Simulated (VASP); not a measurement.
# ZnO (zincite) (P6_3mc) in VASP: a series of runs

ZnO (zincite) is run at these levels: BLYP+D4, PBE exchange alone, RPBE+D3(BJ), PBEsol; tasks: single point.

Program: VASP 6.6.1. These are calculated values, not measurements. Logs are shortened: lines on timing, memory, paths and dates and some standing lists are left out, and cuts for length are marked.

**What was measured.**

“Electronic structure of alkaline earth and post-transition metal oxides”, 2009, arxiv:0908.1581 quotes, for a bulk crystal of ZnO: band gap 3.37 eV.

The results are compared with them further down.

## (1) The cell of the first run

Symmetry: P6_3mc, No. 186, hexagonal system. The conventional cell has a = 3.258 Å, b = 3.258 Å, c = 5.279 Å, α = 90.00°, β = 90.00°, γ = 120.00°. Within 2.6 Å of Zn (site symmetry 3m) lie 4 O at 1.99 Å. O (site symmetry 3m) has 4 Zn at 1.99 Å within 2.6 Å.

## (2) Single point, BLYP+D4

Contents of INCAR:

```
SYSTEM = ZnO
AGGAC = 1.0
AGGAX = 1.0
ALDAC = 0.0
ALDAX = 1.0
ALGO = Normal
EDIFF = 1E-7
ENCUT = 520
GGA = B5
ISIF = 2
ISMEAR = -1
IVDW = 13
LASPH = .True.
LCHARG = .True.
LELF = .True.
LREAL = .False.
LVHAR = .True.
LWAVE = .False.
NBANDS = 26
NELM = 60
PREC = Accurate
SIGMA = 0.05
VDW_A1 = 0.44488865
VDW_A2 = 4.0933009
VDW_S6 = 1.0
VDW_S8 = 2.34076671
```

Contents of KPOINTS:

```
k-points
0
Gamma
  9 9 5
  0 0 0
```

Contents of POSCAR:

```
ZnO
1.0
    3.2575496041      0.0000000000      0.0000000000
   -1.6287748021      2.8211207113      0.0000000000
    0.0000000000      0.0000000000      5.2786802144
Zn O
2 2
Direct
    0.6666666667      0.3333333333      0.0006077918
    0.3333333333      0.6666666667      0.5006077918
    0.3333333333      0.6666666667      0.8784022082
    0.6666666667      0.3333333333      0.3784022082
```

Potentials or basis: VASP PAW PBE potentials, release 64 (Zn, O).

On the command line:

```console
$ cat potpaw_PBE.64/Zn/POTCAR potpaw_PBE.64/O/POTCAR > POTCAR
$ mpirun -np 1 vasp_std > vasp.out
```

OUTCAR:

```text
SYSTEM = ZnO
   EDIFF = 1E-7
   ENCUT = 520
   GGA = B5
   ISIF = 2
   ISMEAR = -1
   IVDW = 13
   LASPH = .True.
   LREAL = .False.
   NELM = 60
   PREC = Accurate

 ion  position               nearest neighbor table
   1  0.667  0.333  0.001-   3 1.99   3 1.99   3 1.99   4 1.99
   2  0.333  0.667  0.501-   4 1.99   4 1.99   4 1.99   3 1.99
   3  0.333  0.667  0.878-   1 1.99   1 1.99   1 1.99   2 1.99
   4  0.667  0.333  0.378-   2 1.99   2 1.99   2 1.99   1 1.99

  LATTYP: Found a hexagonal cell.
 ALAT       =     3.2575496041
 C/A-ratio  =     1.6204450756

  Lattice vectors:

 A1 = (   3.2575496041,   0.0000000000,   0.0000000000)
 A2 = (  -1.6287748021,   2.8211207113,   0.0000000000)
 A3 = (   0.0000000000,   0.0000000000,   5.2786802144)

Analysis of symmetry for initial positions (statically):
=====================================================================
 Subroutine PRICEL returns:
 Original cell was already a primitive cell.

 Routine SETGRP: Setting up the symmetry group for a
 hexagonal supercell.

 Subroutine GETGRP returns: Found 12 space group operations
 (whereof  6 operations were pure point group operations)
 out of a pool of 24 trial point group operations.

The static configuration has the point symmetry C_3v.
 The point group associated with its full space group is C_6v.

Analysis of symmetry for dynamics (positions and initial velocities):
=====================================================================
 Subroutine PRICEL returns:
 Original cell was already a primitive cell.

 Routine SETGRP: Setting up the symmetry group for a
 hexagonal supercell.

 Subroutine GETGRP returns: Found 12 space group operations
 (whereof  6 operations were pure point group operations)
 out of a pool of 24 trial point group operations.

The dynamic configuration has the point symmetry C_3v.
 The point group associated with its full space group is C_6v.

 Subroutine INISYM returns: Found 12 space group operations
 (whereof  6 operations are pure point group operations),
 and found     1 'primitive' translations

----------------------------------------------------------------------------------------

                                     Primitive cell

  volume of cell :      48.5108

  direct lattice vectors                    reciprocal lattice vectors
     3.257549604  0.000000000  0.000000000     0.306979209  0.177234529  0.000000000
    -1.628774802  2.821120711  0.000000000     0.000000000  0.354469058  0.000000000
     0.000000000  0.000000000  5.278680214     0.000000000  0.000000000  0.189441292

  length of vectors
     3.257549604  3.257549604  5.278680214     0.354469058  0.354469058  0.189441292

  position of ions in fractional coordinates (direct lattice)
     0.666666667  0.333333333  0.000607792
     0.333333333  0.666666667  0.500607792
     0.333333333  0.666666667  0.878402208
     0.666666667  0.333333333  0.378402208

  ion indices of the primitive-cell ions
   primitive index   ion index
                 1           1
                 2           2
                 3           3
                 4           4

----------------------------------------------------------------------------------------

 KPOINTS: k-points

Automatic generation of k-mesh.
 Grid dimensions read from file:
 generate k-points for:    9    9    5

 Generating k-lattice:

  Cartesian coordinates                     Fractional coordinates (reciprocal lattice)
     0.034108801  0.019692725  0.000000000     0.111111111  0.000000000  0.000000000
     0.000000000  0.039385451  0.000000000     0.000000000  0.111111111  0.000000000
     0.000000000  0.000000000  0.037888258     0.000000000  0.000000000  0.200000000

  Length of vectors
     0.039385451  0.039385451  0.037888258

  Shift w.r.t. Gamma in fractional coordinates (k-lattice)
     0.000000000  0.000000000  0.000000000

 Subroutine IBZKPT returns following result:
 ===========================================

 Found     36 irreducible k-points:

 Following reciprocal coordinates:
            Coordinates               Weight
  0.000000  0.000000  0.000000      1.000000
  0.111111 -0.000000  0.000000      6.000000
  0.222222  0.000000  0.000000      6.000000
  0.333333  0.000000  0.000000      6.000000
  0.444444  0.000000  0.000000      6.000000
  0.111111  0.111111  0.000000      6.000000
[... 16 lines left out ...]
  0.333333  0.222222  0.200000     24.000000
  0.333333  0.333333  0.200000      4.000000
 [... further k-points ...]
   k-points           NKPTS =     36   k-points in BZ     NKDIM =     36   number of bands    NBANDS=     26
   number of dos      NEDOS =    301   number of ions     NIONS =      4
   total plane-waves  NPLWV =  23040
   dimension x,y,z NGX =    24 NGY =   24 NGZ =   40
   dimension x,y,z NGXF=    48 NGYF=   48 NGZF=   80
   ions per type =               2   2
   NGX,Y,Z   is equivalent  to a cutoff of  12.25, 12.25, 12.60 a.u.
   NGXF,Y,Z  is equivalent  to a cutoff of  24.50, 24.50, 25.20 a.u.
 SYSTEM =  ZnO
   PREC   = accura    normal or accurate (medium, high low for compatibility)
   ISTART =      0    job   : 0-new  1-cont  2-samecut
   ICHARG =      2    charge: 1-file 2-atom 10-const
   ISPIN  =      1    spin polarized calculation?
   LNONCOLLINEAR =      F non collinear calculations
   LSORBIT =      F    spin-orbit coupling
   LASPH  =      T    aspherical Exc in radial PAW
   ENCUT  =  520.0 eV  38.22 Ry    6.18 a.u.   6.06  6.06  9.81*2*pi/ulx,y,z
   NELM   =     60;   NELMIN=  2; NELMDL= -5     # of ELM steps
   EDIFF  = 0.1E-06   stopping-criterion for ELM
   LREAL  =      F    real-space projection
   EDIFFG = 0.1E-05   stopping-criterion for IOM
   NSW    =      0    number of steps for IOM
   IBRION =     -1    ionic relax: 0-MD 1-quasi-New 2-CG
   NFREE  =      0    steps in history (QN), initial steepest desc. (CG)
   ISIF   =      2    stress and relaxation
   ISYM   =      2    0-nonsym 1-usesym 2-fastsym
   POTIM  = 0.5000    time-step for ionic-motion
   TEBEG  =    0.0;   TEEND  =   0.0 temperature during run
   PSTRESS=    0.0 pullay stress
   NELECT =      36.0000    total number of electrons
   NUPDOWN=      -1.0000    fix difference up-down
   EMIN   =  10.00;   EMAX   =-10.00  energy-range for DOS
   EFERMI =   0.00;   METHOD = LEGACY
   ISMEAR =    -1;   SIGMA  =   0.05  broadening in eV -4-tet -1-fermi 0-gaus
   EFERMI_NEDOS =   21; number of points for ismear=-14 and -15
   IALGO  =     38    algorithm
   IMIX   =      4    mixing-type and parameters
     AMIX     =   0.40;   BMIX     =  1.00
     AMIX_MAG =   1.60;   BMIX_MAG =  1.00
  volume/ion in A,a.u.               =      12.13        81.84
  Fermi-wavevector in a.u.,A,eV,Ry     =   1.482164  2.800884 29.889423  2.196811
  Thomas-Fermi vector in A             =   2.595984
   LORBIT       =      0    0 simple, 1 ext, 2 COOP (PROOUT), +10 PAW based schemes
   GGA     = B5    functional components
   LHFCALC =     F    Hartree Fock is set to
   AEXX    =    0.0000 exact exchange contribution
   IVDW    =    13    specifies the selected vdW correction
   LEPSILON=     F    determine dielectric tensor
   LRPA    =     F    only Hartree local field effects (RPA)
 non-spin polarized calculation
  energy-cutoff  :      520.00
  volume of cell :       48.51
 maximum number of plane-waves:      1326
   NGX = 13   NGY = 13   NGZ = 19

 number of electron      36.0000042 magnetization

 Free energy of the ion-electron system (eV)
  ---------------------------------------------------
  ext. energy  EPLUGINS =         0.00000000
  ---------------------------------------------------
  free energy    TOTEN  =       -16.42652764 eV

  energy without entropy =      -16.42652634  energy(sigma->0) =      -16.42652699

 E-fermi :   1.8321     XC(G=0): -10.3367

 val. band max:        1.3346854338   @ k =   0.0000   0.0000   0.0000
 cond. band min:       2.2479305955   @ k =   0.0000   0.0000   0.0000
 fundamental gap:      0.9132451617
 Fermi energy:         1.8320607257

 k-point     1 :       0.0000    0.0000    0.0000
  band No.  band energies     occupation
      1     -16.4822      2.00000
      2     -15.7988      2.00000
      3      -4.3118      2.00000
      4      -4.3118      2.00000
      5      -4.2884      2.00000
      6      -4.1198      2.00000
[... 18 lines left out ...]
     25      15.4286      0.00000
     26      15.4286      0.00000

 k-point     2 :       0.1111   -0.0000    0.0000
  band No.  band energies     occupation
      1     -16.4171      2.00000
      2     -15.7695      2.00000
      3      -4.3757      2.00000
      4      -4.2746      2.00000
      5      -4.2481      2.00000
      6      -4.1273      2.00000
[... 18 lines left out ...]
     25      15.3077      0.00000
     26      15.5421      0.00000

 k-point     3 :       0.2222    0.0000    0.0000
  band No.  band energies     occupation
      1     -16.2434      2.00000
      2     -15.6988      2.00000
      3      -4.4977      2.00000
      4      -4.2131      2.00000
      5      -4.1883      2.00000
      6      -4.0735      2.00000
[... 18 lines left out ...]
     25      14.9108      0.00000
     26      15.5058      0.00000

 k-point     4 :       0.3333    0.0000    0.0000
  band No.  band energies     occupation
      1     -16.0235      2.00000
      2     -15.6325      2.00000
      3      -4.5578      2.00000
      4      -4.2332      2.00000
      5      -4.1110      2.00000
      6      -3.8975      2.00000
[... 18 lines left out ...]
     25      14.6759      0.00000
     26      15.3690      0.00000
[... 496 lines left out ...]
      1     -15.8864      2.00000
      2     -15.6396      2.00000
      3      -4.3986      2.00000
      4      -4.3465      2.00000
      5      -4.0207      2.00000
      6      -3.9653      2.00000
[... 18 lines left out ...]
     25      13.4696      0.00000
     26      16.6280      0.00000

 k-point    23 :       0.3333    0.2222    0.2000
  band No.  band energies     occupation
      1     -15.7497      2.00000
      2     -15.6280      2.00000
      3      -4.3638      2.00000
      4      -4.1739      2.00000
      5      -4.0291      2.00000
      6      -3.8250      2.00000
[... 18 lines left out ...]
     25      14.2776      0.00000
     26      15.6330      0.00000

 k-point    24 :       0.3333    0.3333    0.2000
  band No.  band energies     occupation
      1     -15.6636      2.00000
      2     -15.6636      2.00000
      3      -4.3059      2.00000
      4      -4.0603      2.00000
      5      -4.0603      2.00000
      6      -3.7174      2.00000
[... 18 lines left out ...]
     25      15.0554      0.00000
     26      15.7597      0.00000

 [... further k-points ...]

------------------------ aborting loop because EDIFF is reached ----------------------------------------

  DFT-D4 for vdW energy calculation

  Edisp (eV):   -1.76765

  FORCE on cell =-STRESS in cart. coord.  units (eV):
  Direction    XX          YY          ZZ          XY          YZ          ZX
  --------------------------------------------------------------------------------------
  -------------------------------------------------------------------------------------
  Total       0.26554     0.26554     0.26974    -0.00000     0.00000     0.00000
  in kB       8.77014     8.77014     8.90867    -0.00000     0.00000     0.00000
  external pressure =        8.82 kB  Pullay stress =        0.00 kB

 VOLUME and BASIS-vectors are now :
 -----------------------------------------------------------------------------
  energy-cutoff  :      520.00
  volume of cell :       48.51
      direct lattice vectors                 reciprocal lattice vectors
     3.257549604  0.000000000  0.000000000     0.306979209  0.177234529  0.000000000
    -1.628774802  2.821120711  0.000000000     0.000000000  0.354469058  0.000000000
     0.000000000  0.000000000  5.278680214     0.000000000  0.000000000  0.189441292

 POSITION                                       TOTAL-FORCE (eV/Angst)
 -----------------------------------------------------------------------------------
      1.62877      0.94037      0.00321         0.000000      0.000000      0.002358
     -0.00000      1.88075      2.64255        -0.000000      0.000000      0.002358
     -0.00000      1.88075      4.63680        -0.000000     -0.000000     -0.002358
      1.62877      0.94037      1.99746         0.000000      0.000000     -0.002358
 -----------------------------------------------------------------------------------
    total drift:                               -0.000001     -0.000001     -0.000025

  FREE ENERGIE OF THE ION-ELECTRON SYSTEM (eV)
  ---------------------------------------------------
  free  energy   TOTEN  =       -18.1941729682 eV

  energy  without entropy=      -18.1941716673  energy(sigma->0) =      -18.19417232
```

Wall time 24 s (1 thread of Intel Xeon 6975P-C (Granite Rapids), shared host); peak memory 0.17 GiB.

What came out:

- Free energy: -18.1942 eV
- Pressure: 0.9 GPa
- Band gap on the k mesh: 0.91 eV, direct
- Dispersion energy per atom: -0.442 eV

Forces on the atoms (eV/Å):
```
Zn   0.000  0.000  0.002
Zn   0.000  0.000  0.002
O    0.000  0.000 -0.002
O    0.000  0.000 -0.002
```

Caveat: the PAW data sets were made with another functional, which shifts forces and pressure a little.

## (3) Single point, PBE exchange alone

Contents of INCAR:

```
SYSTEM = ZnO
  PREC = Accurate
  ENCUT = 520
  EDIFF = 1E-6
  ISMEAR = -1
  SIGMA = 0.05
  LREAL = .FALSE.
  LASPH = .TRUE.
  NELM = 80
  ALGO = Normal
  ISIF = 2
  LWAVE = .FALSE.
  LCHARG = .TRUE.
  GGA = PE
  ALDAC = 0.0
  AGGAC = 0.0
  LELF = .TRUE.
  LVHAR = .TRUE.
  NBANDS = 26
```

Contents of KPOINTS:

```
regular mesh
0
G
  9 9 5
  0 0 0
```

Contents of POSCAR:

```
ZnO
1.0
    3.2708272232      0.0000000000      0.0000000000
   -1.6354136116      2.8326194666      0.0000000000
    0.0000000000      0.0000000000      5.2401848988
Zn O
2 2
Direct
    0.6666666667      0.3333333333      0.0000000000
    0.3333333333      0.6666666667      0.5000000000
    0.3333333333      0.6666666667      0.8790100000
    0.6666666667      0.3333333333      0.3790100000
```

Potentials or basis: VASP PAW PBE potentials, release 64 (Zn, O).

On the command line:

```console
$ cat potpaw_PBE.64/Zn/POTCAR potpaw_PBE.64/O/POTCAR > POTCAR
$ mpirun -np 1 vasp_std > vasp.out
```

Run time: 14 s. Hardware: 1 thread of Intel Xeon 6975P-C (Granite Rapids), shared host; peak memory 0.18 GiB.

It converged, with:

```yaml
Free_energy: -13.4705 eV
Pressure: 18.1 GPa
Largest_force: 0.075 eV/Å
Band_gap_on_the_k_mesh: 0.88 eV, direct
```

Forces in eV/Å, atoms in the order of the input:
```
Zn   0.000  0.000 -0.075
Zn   0.000  0.000 -0.075
O    0.000  0.000  0.075
O    0.000  0.000  0.075
```

Stress tensor (GPa, compression positive):
```
17.40  0.00  0.00
 0.00 17.40  0.00
 0.00  0.00 19.52
```

Levels at points of the mesh, in eV from the valence-band top:
| k point | band 16 | band 17 | band 18 | band 19 | band 20 | band 21 |
| --- | --- | --- | --- | --- | --- | --- |
| (0.00, 0.00, 0.00) | -0.07 | 0.00 | 0.00 | 0.88 | 5.16 | 8.35 |

## (4) Single point, RPBE+D3(BJ)

This run uses another cell than the first one, of 12.38 Å³/atom, 1.020 times its volume.

Contents of INCAR:

```
PREC = Accurate ; ENCUT = 520
EDIFF = 1E-7 ; ISMEAR = -1
SIGMA = 0.05 ; LREAL = F
LASPH = T ; NELM = 80
ALGO = Normal ; ISIF = 2
LWAVE = F ; LCHARG = F
GGA = RP ; IVDW = 12
NBANDS = 26
```

Contents of KPOINTS:

```
regular mesh
0
Gamma
  9 9 5
```

Contents of POSCAR:

```
ZnO
1.0
    3.2920669561      0.0000000000      0.0000000000
   -1.6460334781      2.8510136149      0.0000000000
    0.0000000000      0.0000000000      5.2742130269
Zn O
2 2
Direct
    0.6666666667      0.3333333333      0.0000000000
    0.3333333333      0.6666666667      0.5000000000
    0.3333333333      0.6666666667      0.8790100000
    0.6666666667      0.3333333333      0.3790100000
```

On the command line:

```console
$ cat potpaw_PBE.64/Zn/POTCAR potpaw_PBE.64/O/POTCAR > POTCAR
$ mpirun -np 1 vasp_std > vasp.out
```

Wall time 16 s (1 thread of Intel Xeon 6975P-C (Granite Rapids), shared host); peak memory 0.19 GiB.

It converged, with:

```yaml
Free_energy: -19.5242 eV
Pressure: -9.2 GPa
Largest_force: 0.079 eV/Å
Band_gap_on_the_k_mesh: 0.83 eV, direct
Dispersion_energy_per_atom: -0.794 eV
```

Forces on the atoms (eV/Å):
```
Zn   0.000  0.000 -0.079
Zn   0.000  0.000 -0.079
O    0.000  0.000  0.079
O    0.000  0.000  0.079
```

Stress tensor (GPa, compression positive):
```
-9.55  0.00  0.00
 0.00 -9.55  0.00
 0.00  0.00 -8.37
```

Levels at points of the mesh, in eV from the valence-band top:
| k point | band 14 | band 15 | band 16 | band 17 | band 18 | band 19 | band 20 | band 21 | band 22 | band 23 |
| --- | --- | --- | --- | --- | --- | --- | --- | --- | --- | --- |
| (0.00, 0.00, 0.00) | -0.76 | -0.76 | -0.06 | 0.00 | 0.00 | 0.83 | 5.17 | 8.25 | 12.75 | 12.75 |

Caveat: the PAW data sets were made with another functional, which shifts forces and pressure a little.

## (5) Single point, PBEsol (volume scaled by 0.94)

Contents of INCAR:

```
  PREC = Accurate
  ENCUT = 520
  EDIFF = 1E-6
  ISMEAR = -1
  SIGMA = 0.05
  LREAL = F
  LASPH = T
  NELM = 100
  ALGO = Normal
  ISIF = 2
  LWAVE = F
  LCHARG = T
  GGA = PS
  LELF = T
  LVHAR = T
  NBANDS = 26
```

Contents of KPOINTS:

```
Automatic mesh
0
Gamma
  9 9 5
```

Contents of POSCAR:

```
ZnO
1.0
    3.1829769797      0.0000000000      0.0000000000
   -1.5914884899      2.7565389241      0.0000000000
    0.0000000000      0.0000000000      5.0994402224
Zn O
2 2
Direct
    0.6666666667      0.3333333333      0.0000000000
    0.3333333333      0.6666666667      0.5000000000
    0.3333333333      0.6666666667      0.8790100000
    0.6666666667      0.3333333333      0.3790100000
```

On the command line:

```console
$ cat potpaw_PBE.64/Zn/POTCAR potpaw_PBE.64/O/POTCAR > POTCAR
$ mpirun -np 1 vasp_std > vasp.out
```

It took 18 s on 1 thread of Intel Xeon 6975P-C (Granite Rapids), shared host; peak memory 0.17 GiB.

Results (log left out):

| Item | Value |
| --- | --- |
| Free energy | -19.3305 eV |
| Pressure | 9.6 GPa |
| Largest force | 0.088 eV/Å |
| Band gap on the k mesh | 0.77 eV, direct |

Forces on the atoms (eV/Å):
```
Zn   0.000  0.000 -0.088
Zn   0.000  0.000 -0.088
O    0.000  0.000  0.088
O    0.000  0.000  0.088
```

Stress tensor (GPa, compression positive):
```
 8.87  0.00  0.00
 0.00  8.87  0.00
 0.00  0.00 10.94
```

Levels at points of the mesh, in eV from the valence-band top:
```tsv
k point	band 16	band 17	band 18	band 19	band 20	band 21
(0.00, 0.00, 0.00)	-0.09	0.00	0.00	0.77	5.32	8.35
```

Caveat: the cell differs from its parent crystal (volume scaled by 0.94); the PAW data sets were made with another functional, which shifts forces and pressure a little.

## (6) Overview

```csv
level,cell,gap on the mesh (eV),pressure (GPa),largest force (eV/Å)
BLYP+D4,"a = 3.258, b = 3.258, c = 5.279 Å, angles 90.0, 90.0, 120.0°, 4 atoms",0.91,0.9,-
PBE exchange alone,"a = 3.271, b = 3.271, c = 5.240 Å, angles 90.0, 90.0, 120.0°, 4 atoms",0.88,18.1,0.07
RPBE+D3(BJ),"a = 3.292, b = 3.292, c = 5.274 Å, angles 90.0, 90.0, 120.0°, 4 atoms",0.83,-9.2,0.08
PBEsol,"a = 3.183, b = 3.183, c = 5.099 Å, angles 90.0, 90.0, 120.0°, 4 atoms",0.77,9.6,0.09
```

Alike in all rows: task single point; potentials or basis VASP PAW PBE potentials, release 64 (Zn, O); no spin polarisation; k mesh 9 × 9 × 5; cutoff (eV) 520; smearing fermi-dirac 0.05 eV.

Caveats: the PAW data sets were made with another functional, which shifts forces and pressure a little (some runs).

Total energies depend on the potentials used, so only differences within one code and one set of settings carry meaning.

## (7) Against experiment

Step 2. Against the measured gap of ZnO, 3.37 eV (quoted in “Electronic structure of alkaline earth and post-transition metal oxides”, 2009, arxiv:0908.1581), the calculated 0.91 eV is off by -2.46 eV. So large a miss can be the level of theory's own, or it may mean another phase, state or a wrong row. The value is that of BLYP+D4, without temperature or zero-point motion. Semilocal functionals fall short of measured gaps as a rule.
